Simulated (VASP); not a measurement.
# ScHO2 (R-3m) in VASP: notebook, part 2 of 3

VASP 6.6.1. The steps go on from the part before.

## 3. Single point, PBEsol

This run uses another cell than the first one, of the same volume but with other edges.

The input, INCAR:

```
PREC = Accurate
ENCUT = 520
EDIFF = 1E-6
ISMEAR = 0
SIGMA = 0.05
LREAL = F
LASPH = T
NELM = 80
ALGO = Normal
ISIF = 2
LWAVE = F
LCHARG = F
GGA = PS
NBANDS = 20
```

The input, KPOINTS:

```
regular mesh
0
Gamma
  9 9 9
```

The input, POSCAR:

```
ScHO2
1.0
    1.6621505408      0.9596430622      4.2859326680
   -1.6621505408      0.9596430622      4.2859326680
    0.0000000000     -1.9192861244      4.2859326680
Sc H O
1 1 2
Direct
    0.0000000000      0.0000000000      0.0000000000
    0.5000000000      0.5000000000      0.5000000000
    0.5897010000      0.5897010000      0.5897010000
    0.4102990000      0.4102990000      0.4102990000
```

Potentials or basis: VASP PAW PBE potentials, release 64 (Sc_sv, H, O).

Run with:

```console
cat potpaw_PBE.64/Sc_sv/POTCAR potpaw_PBE.64/H/POTCAR potpaw_PBE.64/O/POTCAR > POTCAR
mpirun -np 1 vasp_std > vasp.out
```

OUTCAR:

```text
PREC = Accurate
   ENCUT = 520
   EDIFF = 1E-6
   ISMEAR = 0
   LREAL = F
   LASPH = T
   NELM = 80
   ISIF = 2
   GGA = PS

 ion  position               nearest neighbor table
   1  0.000  0.000  0.000-   3 2.16   3 2.16   4 2.16   4 2.16   3 2.16   4 2.16
   2  0.500  0.500  0.500-   3 1.15   4 1.15
   3  0.590  0.590  0.590-   2 1.15   1 2.16   1 2.16   1 2.16
   4  0.410  0.410  0.410-   2 1.15   1 2.16   1 2.16   1 2.16

  LATTYP: Found a trigonal (rhomboedric) cell.
 ALAT       =     4.6960491971
 COS(alpha) =     0.7494436406

  Lattice vectors:

 A1 = (   1.6621505408,   0.9596430622,   4.2859326680)
 A2 = (  -1.6621505408,   0.9596430622,   4.2859326680)
 A3 = (   0.0000000000,  -1.9192861244,   4.2859326680)

Analysis of symmetry for initial positions (statically):
=====================================================================
 Subroutine PRICEL returns:
 Original cell was already a primitive cell.

 Routine SETGRP: Setting up the symmetry group for a
 trigonal (rhombohedral) supercell.

 Subroutine GETGRP returns: Found 12 space group operations
 (whereof 12 operations were pure point group operations)
 out of a pool of 12 trial point group operations.

The static configuration has the point symmetry D_3d.

Analysis of symmetry for dynamics (positions and initial velocities):
=====================================================================
 Subroutine PRICEL returns:
 Original cell was already a primitive cell.

 Routine SETGRP: Setting up the symmetry group for a
 trigonal (rhombohedral) supercell.

 Subroutine GETGRP returns: Found 12 space group operations
 (whereof 12 operations were pure point group operations)
 out of a pool of 12 trial point group operations.

[... 111 lines left out ...]
   ISYM   =      2    0-nonsym 1-usesym 2-fastsym
   POTIM  = 0.5000    time-step for ionic-motion
   TEBEG  =    0.0;   TEEND  =   0.0 temperature during run
   PSTRESS=    0.0 pullay stress
   NELECT =      24.0000    total number of electrons
   NUPDOWN=      -1.0000    fix difference up-down
   EMIN   =  10.00;   EMAX   =-10.00  energy-range for DOS
   EFERMI =   0.00;   METHOD = LEGACY
   ISMEAR =     0;   SIGMA  =   0.05  broadening in eV -4-tet -1-fermi 0-gaus
   EFERMI_NEDOS =   21; number of points for ismear=-14 and -15
   IALGO  =     38    algorithm
   IMIX   =      4    mixing-type and parameters
     AMIX     =   0.40;   BMIX     =  1.00
     AMIX_MAG =   1.60;   BMIX_MAG =  1.00
  volume/ion in A,a.u.               =      10.25        69.20
  Fermi-wavevector in a.u.,A,eV,Ry     =   1.369261  2.587529 25.509246  1.874877
  Thomas-Fermi vector in A             =   2.495152
   LORBIT       =      0    0 simple, 1 ext, 2 COOP (PROOUT), +10 PAW based schemes
   GGA     = PS    functional components
   LHFCALC =     F    Hartree Fock is set to
   AEXX    =    0.0000 exact exchange contribution
   IVDW    =     0    specifies the selected vdW correction
   LEPSILON=     F    determine dielectric tensor
   LRPA    =     F    only Hartree local field effects (RPA)
 non-spin polarized calculation
 Gauss-broadening in eV      SIGMA  =   0.05
  energy-cutoff  :      520.00
  volume of cell :       41.02
 maximum number of plane-waves:      1120
   NGX = 17   NGY = 17   NGZ = 17

 number of electron      23.9999998 magnetization

 Free energy of the ion-electron system (eV)
  ---------------------------------------------------
  ext. energy  EPLUGINS =         0.00000000
  ---------------------------------------------------
  free energy    TOTEN  =       -30.66846832 eV

  energy without entropy =      -30.66846832  energy(sigma->0) =      -30.66846832

 E-fermi :   2.0354     XC(G=0): -10.3767

 val. band max:        1.6592003477   @ k =  -0.1111   0.1111   0.0000
 cond. band min:       5.3358669657   @ k =   0.4444   0.4444   0.0000
 fundamental gap:      3.6766666180
 Fermi energy:         2.0354263324

 k-point     1 :       0.0000    0.0000    0.0000
  band No.  band energies     occupation
      1     -45.9503      2.00000
      2     -24.8137      2.00000
      3     -24.4747      2.00000
      4     -24.4747      2.00000
      5     -16.4792      2.00000
      6     -13.7799      2.00000
[... 541 lines left out ...]
     19      13.0327      0.00000
     20      14.1723      0.00000

 [... further k-points ...]
[... 5 lines left out ...]
  --------------------------------------------------------------------------------------
  -------------------------------------------------------------------------------------
  Total       -2.9200821     -2.9200821      4.0873943      0.0000000      0.0000000      0.0000000
  in kB     -114.0588432   -114.0588432    159.6542348      0.0000000      0.0000000      0.0000000
  external PRESSURE =     -22.8211505 kB  Pullay stress =       0.0000000 kB

 VOLUME and BASIS-vectors are now :
 -----------------------------------------------------------------------------
  energy-cutoff  :      520.00
  volume of cell :       41.02
      direct lattice vectors                 reciprocal lattice vectors
     1.662150541  0.959643062  4.285932668     0.300815111  0.173675686  0.077773815
    -1.662150541  0.959643062  4.285932668    -0.300815111  0.173675686  0.077773815
     0.000000000 -1.919286124  4.285932668     0.000000000 -0.347351371  0.077773815

 POSITION                                       TOTAL-FORCE (eV/Angst)
 -----------------------------------------------------------------------------------
      0.00000      0.00000      0.00000         0.000000     -0.000000      0.000000
      0.00000      0.00000      6.42890         0.000000     -0.000000      0.000000
      0.00000      0.00000      7.58226         0.000000      0.000000      1.631023
      0.00000      0.00000      5.27554         0.000000     -0.000000     -1.631023
 -----------------------------------------------------------------------------------
    total drift:                               -0.000000      0.000000      0.000000

  FREE ENERGIE OF THE ION-ELECTRON SYSTEM (eV)
  ---------------------------------------------------
  free  energy   TOTEN  =       -30.6684683156 eV

  energy  without entropy=      -30.6684683156  energy(sigma->0) =      -30.66846832
```

Wall time 93 s (1 thread of Intel Xeon Platinum 8259CL at 2.50GHz (Skylake/Cascade Lake), shared host); peak memory 0.24 GiB.

Results:

```yaml
Free_energy: -30.6685 eV
Pressure: -2.3 GPa
Largest_force: 1.631 eV/Å
Band_gap_on_the_k_mesh: 3.68 eV (least direct gap 3.91 eV)
```

Forces on the atoms (eV/Å):
```
Sc   0.000  0.000  0.000
H    0.000  0.000  0.000
O    0.000  0.000  1.631
O    0.000  0.000 -1.631
```

Levels at points of the mesh, in eV from the valence-band top:
```tsv
k point	band 8	band 9	band 10	band 11	band 12	band 13	band 14	band 15	band 16	band 17
(0.00, 0.00, 0.00)	-2.61	-2.61	-1.00	-1.00	-0.10	3.81	4.29	4.29	6.07	7.46
```

Caveat: the PAW data sets were made with another functional, which shifts forces and pressure a little; an odd mesh through Γ misses points on the zone boundary, where band edges can lie.

(Continued in part 3 of 3.)
